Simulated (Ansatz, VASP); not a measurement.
**One calculation of As3O2, two programs**

```
As O
1.0
     3.02749    1.74792    2.42667
    -3.02749    1.74792    2.42667
     0.00000   -3.49584    2.42667
As O
3 2
Direct
  0.24677 0.75323 0.00000
  0.00000 0.24677 0.75323
  0.75323 0.00000 0.24677
  0.25788 0.25788 0.25788
  0.74212 0.74212 0.74212
```

Change from the starting cell: species swapped into the Ni3Se2 type (R32, No. 155).

Alike in both runs: task relaxation of cell and atoms; functional PBE; k mesh 6 × 6 × 6; occupations gaussian, width 0.1 eV; no spin polarisation.

|  | VASP | Ansatz |
| --- | --- | --- |
| version | VASP 6.6.1 | Ansatz 0.2.0 |
| potentials or method | VASP PAW PBE potentials, release 64 (As, O), cutoff 600 eV | scalar-relativistic, plane waves, PAW |
| valence electrons in the cell | 27 | 57 |

```tsv
	VASP	Ansatz	Ansatz less VASP
gap on the k mesh at the Fermi level, each at its own relaxed structure (eV)	none	none	-
relaxed volume (Å³/atom)	15.55	15.56	+0.007
relaxed cell length with the largest relative difference (Å)	4.290	4.290	0.0000
```

A gap of «none» marks a metal or a gap that the smearing closes. VASP's potentials hold 27 valence electrons a cell and Ansatz's 57, so a difference there can come from the potentials and not from the codes.
